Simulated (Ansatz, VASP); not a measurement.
# Two plane-wave programs on Co

INCAR

```
  ALGO = Fast
  EDIFF = 1E-6
  ENCUT = 520
  GGA = PS
  ISIF = 2
  ISMEAR = 0
  ISPIN = 2
  LASPH = True
  LCHARG = False
  LMAXMIX = 4
  LORBIT = 11
  LREAL = False
  LWAVE = False
  MAGMOM = 1.8 1.8
  NBANDS = 20
  NELM = 150
  PREC = Accurate
  SIGMA = 0.15
```

The input KPOINTS:

```
k-points
0
Gamma
  30 30 16
```

Contents of POSCAR:

```
Co
1.0
    2.4900761080      0.0000000000      0.0000000000
   -1.2450380540      2.1564691669      0.0000000000
    0.0000000000      0.0000000000      3.8628440640
Co
2
Direct
    0.3333333333      0.6666666667      0.2500000000
    0.6666666667      0.3333333333      0.7500000000
```

Input for Ansatz:

```yaml
crystal:
  lattice:
    - [2.490076108, 0.0, 0.0]
    - [-1.245038054, 2.1564691669, 0.0]
    - [0.0, 0.0, 3.862844064]
  atoms:
    - { symbol: Co, position: [0.3333333333, 0.6666666667, 0.25], spin: 1.8 }
    - { symbol: Co, position: [0.6666666667, 0.3333333333, 0.75], spin: 1.8 }
basis:
  ecutwfc: 420
kpoints:
  mp_grid: { grid: [30, 30, 16] }
hamiltonian:
  xc: pbesol
scf:
  occupations: { method: gaussian, width: 0.15 }
output:
  forces: true
  stress: true
  eigenvalues: true
  populations: true
magnetization:
  spin_polarized: true
```

Alike in both runs: task single point; functional PBEsol; k mesh 30 × 30 × 16; occupations gaussian, width 0.15 eV; collinear spin.

|  | VASP | Ansatz |
| --- | --- | --- |
| version | VASP 6.6.1 | Ansatz 0.2.0 |
| potentials or method | VASP PAW PBE potentials, release 64 (Co), cutoff 520 eV | scalar-relativistic, plane waves, PAW |
| valence electrons in the cell | 18 | 34 |

```tsv
	VASP	Ansatz	Ansatz less VASP
gap on the k mesh at the Fermi level (eV)	none	none	-
pressure (GPa)	-0.6	0.4	+0.92
traceless stress, the component that is largest in VASP (GPa)	8.72	9.10	+0.385
net moment per atom (μB)	1.55	1.56	+0.005
size of the moment on the site where the two differ most (μB)	1.56	1.63	+0.065
```

VASP's potentials were made for PBE, not for PBEsol. Site moments also hang on the region over which each program counts them. A gap of «none» marks a metal or a gap that the smearing closes. With one functional, cell and mesh, what is left measures potentials, basis and numerics. VASP's potentials hold 18 valence electrons a cell and Ansatz's 34, so a difference there can come from the potentials and not from the codes.
